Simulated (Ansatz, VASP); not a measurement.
InSb: VASP beside Ansatz

```
CELL_PARAMETERS angstrom
0.00000 3.27951 3.27951
3.27951 0.00000 3.27951
3.27951 3.27951 0.00000
ATOMIC_POSITIONS crystal
In 0.00000 0.00000 0.00000
Sb 0.25000 0.25000 0.25000
```

Alike in both runs: task single point; functional r2SCAN; k mesh 6 × 6 × 6; occupations fermi-dirac, width 0.02 eV; no spin polarisation.

|  | VASP | Ansatz |
| --- | --- | --- |
| version | VASP 6.6.1 | Ansatz 0.2.0 |
| potentials or method | VASP PAW PBE potentials, release 64 (In_d, Sb) | plane waves, PAW |
| plane-wave cutoff (eV) | 520 | 500 |
| valence electrons in the cell | 18 | 28 |

```tsv
	VASP	Ansatz	Ansatz less VASP
pressure (GPa)	0.0	0.0	-0.01
```

VASP's potentials were made for PBE, not for r2SCAN. VASP's potentials hold 18 valence electrons a cell and Ansatz's 28, so a difference there can come from the potentials and not from the codes.

Spin-orbit coupling is off throughout.
